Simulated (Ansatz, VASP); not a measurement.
HfO2 in VASP and in Ansatz

```
Hf O
1.0
     0.00000    2.47500    2.47500
     2.47500    0.00000    2.47500
     2.47500    2.47500    0.00000
Hf O
1 2
Direct
  0.00000 0.00000 0.00000
  0.22744 0.22744 0.22744
  0.75000 0.75000 0.75000
```

Alike in both runs: task single point; functional PBE; k mesh 3 × 3 × 3; occupations fermi-dirac, width 0.05 eV; no spin polarisation.

|  | VASP | Ansatz |
| --- | --- | --- |
| version | VASP 6.6.1 | Ansatz 0.2 development build |
| potentials or method | VASP PAW PBE potentials, release 64 (Hf_pv, O), cutoff 600 eV | all-electron full-potential LAPW, scalar-relativistic |

```csv
,VASP,Ansatz,Ansatz less VASP
pressure (GPa),26.3,30.9,+4.64
"traceless stress, the component that is largest in VASP (GPa)",8.39,8.72,+0.336
rms of the force components (eV/Å),1.520,1.529,+0.0089
```

Atom by atom the forces differ by 0.009 eV/Å (rms over components). Ansatz ran all-electron here, and VASP with PAW potentials.

The k mesh is coarse, so the values compare programs but aren't converged. Spin-orbit coupling is off throughout.
